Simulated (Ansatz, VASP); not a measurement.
**TiPd: VASP beside Ansatz**

```
Ti Pd
1.0
     3.18000    0.00000    0.00000
     0.00000    3.18000    0.00000
     0.00000    0.00000    3.18000
Ti Pd
1 1
Direct
  0.50000 0.50000 0.50000
  0.00000 0.00000 0.00000
```

Alike in both runs: task single point; functional PBEsol; k mesh 10 × 10 × 10; occupations fermi-dirac, width 0.05 eV; collinear spin.

|  | VASP | Ansatz |
| --- | --- | --- |
| version | VASP 6.6.1 | Ansatz 0.2.0 |
| potentials or method | VASP PAW PBE potentials, release 64 (Ti_sv, Pd), cutoff 520 eV | all-electron LAPW, scalar-relativistic |

VASP gave:

* pressure (GPa): -7.1
* net moment per atom (μB): 0.00

Problem. Estimate Ansatz's values.

Solution. Pressure (GPa): -6.9; net moment per atom (μB): 0.00.

VASP's potentials were made for PBE, not for PBEsol. Ansatz ran all-electron here, and VASP with PAW potentials. Ansatz's warnings: seeded moment not kept.
